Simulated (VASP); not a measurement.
# Al2O3 (pbe) (R-3c) in VASP: notebook

Runs on Al2O3 (pbe). Level: PBE. Tasks: single point.

All numbers are computed with VASP 6.6.1; they aren't measurements. Logs are shortened: lines on timing, memory, paths and dates and some standing lists are left out, and cuts for length are marked.

**Measured values to compare with.**

From “Multi-petahertz electron interference in Cr:Al2O3 solid-state material”, 2018, pmc:5906618, for a bulk crystal of Al2O3: band gap 8.7 eV (optical).

How close the calculation comes is told below.

## 1. The cell of the first run

The structure is trigonal, space group R-3c (No. 167). The conventional cell has a = 4.758 Å, b = 4.758 Å, c = 12.990 Å, α = 90.00°, β = 90.00°, γ = 120.00°. Within 2.5 Å of Al (site symmetry 3) lie 6 O at 1.85 to 1.97 Å. Within 2.5 Å of O (site symmetry 2) lie 4 Al at 1.85 to 1.97 Å.

## 2. Single point, PBE

INCAR

```
PREC = Accurate ; ENCUT = 520
EDIFF = 1E-7 ; ISMEAR = 0
SIGMA = 0.1 ; LREAL = F
LASPH = T ; NELM = 100
ALGO = Normal ; ISIF = 2
LWAVE = F ; LCHARG = F
GGA = PE ; NBANDS = 35
```

KPOINTS

```
regular mesh
0
Gamma
  6 6 6
```

POSCAR

```
Al2O3
1.0
    2.3790760000      1.3735601700      4.3299000000
   -2.3790760000      1.3735601700      4.3299000000
    0.0000000000     -2.7471203400      4.3299000000
Al O
4 6
Direct
    0.3522900000      0.3522900000      0.3522900000
    0.1477100000      0.1477100000      0.1477100000
    0.6477100000      0.6477100000      0.6477100000
    0.8522900000      0.8522900000      0.8522900000
    0.5562100000      0.9437900000      0.2500000000
    0.2500000000      0.5562100000      0.9437900000
    0.9437900000      0.2500000000      0.5562100000
    0.4437900000      0.0562100000      0.7500000000
    0.7500000000      0.4437900000      0.0562100000
    0.0562100000      0.7500000000      0.4437900000
```

Potentials or basis: VASP PAW PBE potentials, release 64 (Al, O).

Command:

```bash
$ cat potpaw_PBE.64/Al/POTCAR potpaw_PBE.64/O/POTCAR > POTCAR
$ mpirun -np 1 vasp_std > vasp.out
```

OUTCAR:

```text
PREC = Accurate
   ENCUT = 520
   EDIFF = 1E-7
   ISMEAR = 0
   LREAL = F
   LASPH = T
   NELM = 100
   ISIF = 2
   GGA = PE

 ion  position               nearest neighbor table
   1  0.352  0.352  0.352-  10 1.85   8 1.85   9 1.85   5 1.97   6 1.97   7 1.97   2 2.66   3 2.79
                             3 2.79   3 2.79   2 3.22   2 3.22   2 3.22
   2  0.148  0.148  0.148-   9 1.85   8 1.85  10 1.85   5 1.97   7 1.97   6 1.97   1 2.66   4 2.79
                             4 2.79   4 2.79   1 3.22   1 3.22   1 3.22
   3  0.648  0.648  0.648-   7 1.85   5 1.85   6 1.85   8 1.97   9 1.97  10 1.97   4 2.66   1 2.79
                             1 2.79   1 2.79   4 3.22   4 3.22   4 3.22
   4  0.852  0.852  0.852-   6 1.85   5 1.85   7 1.85   8 1.97  10 1.97   9 1.97   3 2.66   2 2.79
                             2 2.79   2 2.79   3 3.22   3 3.22   3 3.22
   5  0.556  0.944  0.250-   3 1.85   4 1.85   1 1.97   2 1.97
   6  0.250  0.556  0.944-   4 1.85   3 1.85   1 1.97   2 1.97
   7  0.944  0.250  0.556-   3 1.85   4 1.85   2 1.97   1 1.97
   8  0.444  0.056  0.750-   1 1.85   2 1.85   3 1.97   4 1.97
   9  0.750  0.444  0.056-   2 1.85   1 1.85   3 1.97   4 1.97
  10  0.056  0.750  0.444-   1 1.85   2 1.85   4 1.97   3 1.97

  LATTYP: Found a trigonal (rhomboedric) cell.
 ALAT       =     5.1278362069
 COS(alpha) =     0.5694948623

  Lattice vectors:

 A1 = (   2.3790760000,   1.3735601700,   4.3299000000)
 A2 = (  -2.3790760000,   1.3735601700,   4.3299000000)
 A3 = (   0.0000000000,  -2.7471203400,   4.3299000000)

Analysis of symmetry for initial positions (statically):
=====================================================================
 Subroutine PRICEL returns:
 Original cell was already a primitive cell.

 Routine SETGRP: Setting up the symmetry group for a
 trigonal (rhombohedral) supercell.

 Subroutine GETGRP returns: Found 12 space group operations
 (whereof  6 operations were pure point group operations)
 out of a pool of 12 trial point group operations.

The static configuration has the point symmetry S_6 .
 The point group associated with its full space group is D_3d.

Analysis of symmetry for dynamics (positions and initial velocities):
=====================================================================
 Subroutine PRICEL returns:
 Original cell was already a primitive cell.

 Routine SETGRP: Setting up the symmetry group for a
 trigonal (rhombohedral) supercell.

 Subroutine GETGRP returns: Found 12 space group operations
 (whereof  6 operations were pure point group operations)
 out of a pool of 12 trial point group operations.

The dynamic configuration has the point symmetry S_6 .
 The point group associated with its full space group is D_3d.
[... 128 lines left out ...]
   EMIN   =  10.00;   EMAX   =-10.00  energy-range for DOS
   EFERMI =   0.00;   METHOD = LEGACY
   ISMEAR =     0;   SIGMA  =   0.10  broadening in eV -4-tet -1-fermi 0-gaus
   EFERMI_NEDOS =   21; number of points for ismear=-14 and -15
   IALGO  =     38    algorithm
   IMIX   =      4    mixing-type and parameters
     AMIX     =   0.40;   BMIX     =  1.00
     AMIX_MAG =   1.60;   BMIX_MAG =  1.00
  volume/ion in A,a.u.               =       8.49        57.29
  Fermi-wavevector in a.u.,A,eV,Ry     =   1.353714  2.558148 24.933236  1.832541
  Thomas-Fermi vector in A             =   2.480946
   LORBIT       =      0    0 simple, 1 ext, 2 COOP (PROOUT), +10 PAW based schemes
   GGA     = PE    functional components
   LHFCALC =     F    Hartree Fock is set to
   AEXX    =    0.0000 exact exchange contribution
   IVDW    =     0    specifies the selected vdW correction
   LEPSILON=     F    determine dielectric tensor
   LRPA    =     F    only Hartree local field effects (RPA)
 non-spin polarized calculation
 Gauss-broadening in eV      SIGMA  =   0.10
  energy-cutoff  :      520.00
  volume of cell :       84.90
 maximum number of plane-waves:      2305
 NGX is ok and might be reduce to    40
   NGX = 19   NGY = 19   NGZ = 19

 number of electron      48.0000013 magnetization

 Free energy of the ion-electron system (eV)
  ---------------------------------------------------
  ext. energy  EPLUGINS =         0.00000000
  ---------------------------------------------------
  free energy    TOTEN  =       -74.74623640 eV

  energy without entropy =      -74.74623640  energy(sigma->0) =      -74.74623640

 E-fermi :   6.5957     XC(G=0): -11.6926

 val. band max:        6.1526744625   @ k =   0.0000   0.0000   0.0000
 cond. band min:      12.3902129149   @ k =   0.0000   0.0000   0.0000
 fundamental gap:      6.2375384524
 Fermi energy:         6.5956671834

 k-point     1 :       0.0000    0.0000    0.0000
  band No.  band energies     occupation
      1     -13.0979      2.00000
      2     -10.7592      2.00000
      3     -10.4771      2.00000
      4     -10.4771      2.00000
      5     -10.1594      2.00000
      6     -10.1594      2.00000
[... 901 lines left out ...]
     34      19.5839      0.00000
     35      19.7361      0.00000

 [... further k-points ...]

------------------------ aborting loop because EDIFF is reached ----------------------------------------

  FORCE on cell =-STRESS in cart. coord.  units (eV):
  Direction    XX          YY          ZZ          XY          YZ          ZX
  --------------------------------------------------------------------------------------
  -------------------------------------------------------------------------------------
  Total        4.1885977      4.1885977      3.7172257      0.0000000      0.0000000      0.0000000
  in kB       79.0485871     79.0485872     70.1526998      0.0000000      0.0000000      0.0000000
  external PRESSURE =      76.0832914 kB  Pullay stress =       0.0000000 kB

 VOLUME and BASIS-vectors are now :
 -----------------------------------------------------------------------------
  energy-cutoff  :      520.00
  volume of cell :       84.90
      direct lattice vectors                 reciprocal lattice vectors
     2.379076000  1.373560170  4.329900000     0.210165627  0.121339181  0.076984072
    -2.379076000  1.373560170  4.329900000    -0.210165627  0.121339181  0.076984072
     0.000000000 -2.747120340  4.329900000     0.000000000 -0.242678363  0.076984072

 POSITION                                       TOTAL-FORCE (eV/Angst)
 -----------------------------------------------------------------------------------
      0.00000      0.00000      4.57614        -0.000000     -0.000000     -0.048043
      0.00000      0.00000      1.91871        -0.000000     -0.000000      0.048043
      0.00000      0.00000      8.41356        -0.000000     -0.000000      0.048043
      0.00000      0.00000     11.07099        -0.000000     -0.000000     -0.048043
     -0.92208      1.37356      7.57733         0.023359     -0.000000      0.000000
     -0.72850     -1.48533      7.57733        -0.011680      0.020230     -0.000000
      1.65058      0.11177      7.57733        -0.011680     -0.020230     -0.000000
      0.92208     -1.37356      5.41238        -0.023359     -0.000000      0.000000
      0.72850      1.48533      5.41238         0.011680     -0.020230     -0.000000
     -1.65058     -0.11177      5.41238         0.011680      0.020230     -0.000000
 -----------------------------------------------------------------------------------
    total drift:                               -0.000000     -0.000000     -0.000000

  FREE ENERGIE OF THE ION-ELECTRON SYSTEM (eV)
  ---------------------------------------------------
  free  energy   TOTEN  =       -74.7462364021 eV

  energy  without entropy=      -74.7462364021  energy(sigma->0) =      -74.74623640
```

OSZICAR:

```text
N       E                     dE             d eps       ncg     rms          rms(c)
DAV:   1     0.224132018090E+03    0.22413E+03   -0.25365E+04  2240   0.131E+03
DAV:   2    -0.705033445572E+02   -0.29464E+03   -0.28547E+03  2883   0.286E+02
DAV:   3    -0.827299501759E+02   -0.12227E+02   -0.12189E+02  2909   0.593E+01
DAV:   4    -0.828210909540E+02   -0.91141E-01   -0.91095E-01  2744   0.592E+00
DAV:   5    -0.828221985841E+02   -0.11076E-02   -0.11075E-02  2855   0.650E-01    0.176E+01
DAV:   6    -0.746806165536E+02    0.81416E+01   -0.28234E+01  2714   0.284E+01    0.598E+00
DAV:   7    -0.747227131246E+02   -0.42097E-01   -0.88298E-01  2725   0.464E+00    0.329E+00
DAV:   8    -0.747419584409E+02   -0.19245E-01   -0.87102E-02  2637   0.225E+00    0.692E-01
DAV:   9    -0.747456274309E+02   -0.36690E-02   -0.22834E-02  2928   0.814E-01    0.317E-01
DAV:  10    -0.747462693809E+02   -0.64195E-03   -0.78482E-04  2488   0.167E-01    0.740E-02
DAV:  11    -0.747462340521E+02    0.35329E-04   -0.35436E-04  2845   0.107E-01    0.225E-02
DAV:  12    -0.747462369125E+02   -0.28604E-05   -0.19248E-05  2616   0.263E-02    0.559E-03
DAV:  13    -0.747462364409E+02    0.47162E-06   -0.30544E-06  2834   0.967E-03    0.122E-03
DAV:  14    -0.747462363347E+02    0.10615E-06   -0.16546E-07  2040   0.248E-03    0.650E-04
DAV:  15    -0.747462364021E+02   -0.67364E-07   -0.13351E-08  1544   0.748E-04
   1 F= -.74746236E+02 E0= -.74746236E+02  d E =-.980445E-12
```

Run time: 82 s. Hardware: 1 thread of Intel Xeon Platinum 8559C (Emerald Rapids), shared host; peak memory 0.25 GiB.

Results:

| Quantity | Value |
| --- | --- |
| Free energy | -74.7462 eV |
| Pressure | 7.6 GPa |
| Largest force | 0.048 eV/Å |
| Band gap on the k mesh | 6.24 eV, direct |

Forces in eV/Å, atoms in the order of the input:
```
Al   0.000  0.000 -0.048
Al   0.000  0.000  0.048
Al   0.000  0.000  0.048
Al   0.000  0.000 -0.048
O    0.023  0.000  0.000
O   -0.012  0.020  0.000
O   -0.012 -0.020  0.000
O   -0.023  0.000  0.000
O    0.012 -0.020  0.000
O    0.012  0.020  0.000
```

Levels at points of the mesh, in eV from the valence-band top:
| k point | band 20 | band 21 | band 22 | band 23 | band 24 | band 25 | band 26 | band 27 | band 28 | band 29 |
| --- | --- | --- | --- | --- | --- | --- | --- | --- | --- | --- |
| (0.00, 0.00, 0.00) | -0.49 | -0.49 | -0.04 | -0.04 | 0.00 | 6.24 | 9.15 | 10.76 | 11.55 | 11.55 |
| (0.50, 0.00, 0.00) | -1.32 | -0.91 | -0.91 | -0.27 | -0.27 | 9.48 | 9.48 | 9.66 | 9.66 | 11.79 |
| (0.50, 0.50, 0.00) | -1.30 | -1.02 | -0.91 | -0.74 | -0.25 | 9.64 | 9.75 | 9.95 | 10.43 | 11.15 |
| (0.50, 0.50, 0.50) | -2.00 | -0.37 | -0.37 | -0.37 | -0.37 | 8.69 | 8.69 | 11.10 | 11.10 | 12.51 |

A k mesh can miss the band edges.

## 3. Single point, PBE

This run uses another cell than the first one, of 8.76 Å³/atom, 1.031 times its volume.

INCAR

```
SYSTEM = Al2O3
  ALGO = Normal
  EDIFF = 1E-6
  ENCUT = 520
  GGA = PE
  ISIF = 2
  ISMEAR = 0
  LASPH = .TRUE.
  LCHARG = .FALSE.
  LREAL = .FALSE.
  LWAVE = .FALSE.
  NBANDS = 35
  NELM = 100
  PREC = Accurate
  SIGMA = 0.02
```

KPOINTS

```
k-points
0
G
  6 6 6
  0 0 0
```

POSCAR

```
Al2O3
1.0
    2.4039939026      1.3879465268      4.3738239926
   -2.4039939026      1.3879465268      4.3738239926
    0.0000000000     -2.7758930536      4.3738239926
Al O
4 6
Direct
    0.3521266554      0.3521266554      0.3521266554
    0.1478733446      0.1478733446      0.1478733446
    0.6478733446      0.6478733446      0.6478733446
    0.8521266554      0.8521266554      0.8521266554
    0.5561568600      0.9438431400      0.2500000000
    0.2500000000      0.5561568600      0.9438431400
    0.9438431400      0.2500000000      0.5561568600
    0.4438431400      0.0561568600      0.7500000000
    0.7500000000      0.4438431400      0.0561568600
    0.0561568600      0.7500000000      0.4438431400
```

Potentials or basis: VASP PAW PBE potentials, release 64 (Al, O).

Command:

```bash
$ cat potpaw_PBE.64/Al/POTCAR potpaw_PBE.64/O/POTCAR > POTCAR
$ mpirun -np 1 vasp_std > vasp.out
```

OUTCAR:

```text
SYSTEM = Al2O3
   EDIFF = 1E-6
   ENCUT = 520
   GGA = PE
   ISIF = 2
   ISMEAR = 0
   LASPH = .TRUE.
   LREAL = .FALSE.
   NELM = 100
   PREC = Accurate

 ion  position               nearest neighbor table
   1  0.352  0.352  0.352-  10 1.87   8 1.87   9 1.87   5 1.99   7 1.99   6 1.99   2 2.68   3 2.82
                             3 2.82   3 2.82   2 3.25   2 3.25   2 3.25
   2  0.148  0.148  0.148-   9 1.87   8 1.87  10 1.87   5 1.99   7 1.99   6 1.99   1 2.68   4 2.82
                             4 2.82   4 2.82   1 3.25   1 3.25   1 3.25
   3  0.648  0.648  0.648-   7 1.87   5 1.87   6 1.87   8 1.99   9 1.99  10 1.99   4 2.68   1 2.82
[... 1142 lines left out ...]
  external PRESSURE =      -0.3390188 kB  Pullay stress =       0.0000000 kB

 VOLUME and BASIS-vectors are now :
 -----------------------------------------------------------------------------
  energy-cutoff  :      520.00
  volume of cell :       87.56
      direct lattice vectors                 reciprocal lattice vectors
     2.403993903  1.387946527  4.373823993     0.207987216  0.120081475  0.076210962
    -2.403993903  1.387946527  4.373823993    -0.207987216  0.120081475  0.076210962
     0.000000000 -2.775893054  4.373823993     0.000000000 -0.240162951  0.076210962

 POSITION                                       TOTAL-FORCE (eV/Angst)
 -----------------------------------------------------------------------------------
      0.00000      0.00000      4.62042        -0.000000      0.000000      0.008221
      0.00000      0.00000      1.94032        -0.000000      0.000000     -0.008221
      0.00000      0.00000      8.50105        -0.000000      0.000000     -0.008221
      0.00000      0.00000     11.18116        -0.000000      0.000000      0.008221
     -0.93200      1.38795      7.65419         0.002343      0.000000     -0.000000
     -0.73600     -1.50111      7.65419        -0.001171      0.002029     -0.000000
      1.66799      0.11316      7.65419        -0.001171     -0.002029     -0.000000
      0.93200     -1.38795      5.46728        -0.002343      0.000000     -0.000000
      0.73600      1.50111      5.46728         0.001171     -0.002029     -0.000000
     -1.66799     -0.11316      5.46728         0.001171      0.002029     -0.000000
 -----------------------------------------------------------------------------------
    total drift:                                0.000000     -0.000000      0.000000

  FREE ENERGIE OF THE ION-ELECTRON SYSTEM (eV)
  ---------------------------------------------------
  free  energy   TOTEN  =       -74.8121919343 eV

  energy  without entropy=      -74.8121919343  energy(sigma->0) =      -74.81219193
```

stdout:

```text
POSCAR found type information on POSCAR AlO
 POSCAR found :  2 types and      10 ions
 scaLAPACK will be used
 LDA part: xc-table for (Slater+PW92), standard interpolation
 POSCAR, INCAR and KPOINTS ok, starting setup
 FFT: planning ... GRIDC
 FFT: planning ... GRID_SOFT
 FFT: planning ... GRID
 WAVECAR not read
 entering main loop
```

Run time: 80 s. Hardware: 1 thread of Intel Xeon Platinum 8559C (Emerald Rapids), shared host; peak memory 0.26 GiB.

Results:

| Quantity | Value |
| --- | --- |
| Free energy | -74.8122 eV |
| Pressure | 0.0 GPa |
| Largest force | 0.008 eV/Å |
| Band gap on the k mesh | 5.85 eV, direct |

Forces in eV/Å, atoms in the order of the input:
```
Al   0.000  0.000  0.008
Al   0.000  0.000 -0.008
Al   0.000  0.000 -0.008
Al   0.000  0.000  0.008
O    0.002  0.000  0.000
O   -0.001  0.002  0.000
O   -0.001 -0.002  0.000
O   -0.002  0.000  0.000
O    0.001 -0.002  0.000
O    0.001  0.002  0.000
```

Levels at points of the mesh, in eV from the valence-band top:
| k point | band 22 | band 23 | band 24 | band 25 | band 26 | band 27 |
| --- | --- | --- | --- | --- | --- | --- |
| (0.00, 0.00, 0.00) | -0.03 | -0.03 | 0.00 | 5.85 | 8.91 | 10.37 |
| (0.50, 0.00, 0.00) | -0.86 | -0.25 | -0.25 | 9.14 | 9.14 | 9.35 |
| (0.50, 0.50, 0.00) | -0.87 | -0.70 | -0.23 | 9.36 | 9.49 | 9.62 |
| (0.50, 0.50, 0.50) | -0.35 | -0.35 | -0.35 | 8.36 | 8.36 | 10.85 |

## 4. How close it comes

Step 3. Against the measured gap of Al2O3, 8.7 eV (optical; quoted in “Multi-petahertz electron interference in Cr:Al2O3 solid-state material”, 2018, pmc:5906618), the calculated 5.85 eV is off by -2.85 eV. The value is that of PBE, without temperature or zero-point motion. Semilocal functionals fall short of measured gaps as a rule.
